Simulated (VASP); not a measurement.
A run of VASP 6.6.1:

The input INCAR:

```
PREC = Accurate ; ENCUT = 520
EDIFF = 1E-7 ; ISMEAR = 0
SIGMA = 0.1 ; LREAL = F
LASPH = T ; NELM = 80
ALGO = Normal ; ISIF = 2
LWAVE = F ; LCHARG = F
GGA = PE ; NBANDS = 57
```

KPOINTS

```
regular mesh
0
Gamma
  6 6 1
```

POSCAR

```
Hf3ZrS8
1.0
    3.6609675695      0.0000000029      0.0000000000
   -1.8304837873      3.1704909161      0.0000000000
    0.0000000000      0.0000000000     25.8055961554
Zr Hf S
1 3 8
Direct
    0.0000000000      0.0000000000      0.0000000000
    0.0000000000      0.0000000000      0.2497474257
    0.0000000000      0.0000000000      0.5000000000
    0.0000000000      0.0000000000      0.7502525743
    0.6666666667      0.3333333333      0.1939690306
    0.6666666667      0.3333333333      0.4442224936
    0.6666666667      0.3333333333      0.6944751625
    0.6666666667      0.3333333333      0.9435913362
    0.3333333333      0.6666666667      0.0564086638
    0.3333333333      0.6666666667      0.3055248375
    0.3333333333      0.6666666667      0.5557775064
    0.3333333333      0.6666666667      0.8060309694
```

Potentials or basis: VASP PAW PBE potentials, release 64 (Zr_sv, Hf_pv, S).

Launch:

```bash
$ cat potpaw_PBE.64/Zr_sv/POTCAR potpaw_PBE.64/Hf_pv/POTCAR potpaw_PBE.64/S/POTCAR > POTCAR
$ mpirun -np 1 vasp_std > vasp.out
```

Hardware: 1 thread of Intel(R) Xeon(R) 6975P-C (Granite Rapids) (shared host).

Q: How long does it take, and how much memory?

A: Run time: 2.2 min on 1 thread of Intel(R) Xeon(R) 6975P-C (Granite Rapids), with other jobs on the host, peak memory 0.44 GiB. Counts: scf iterations 17, k points 7.
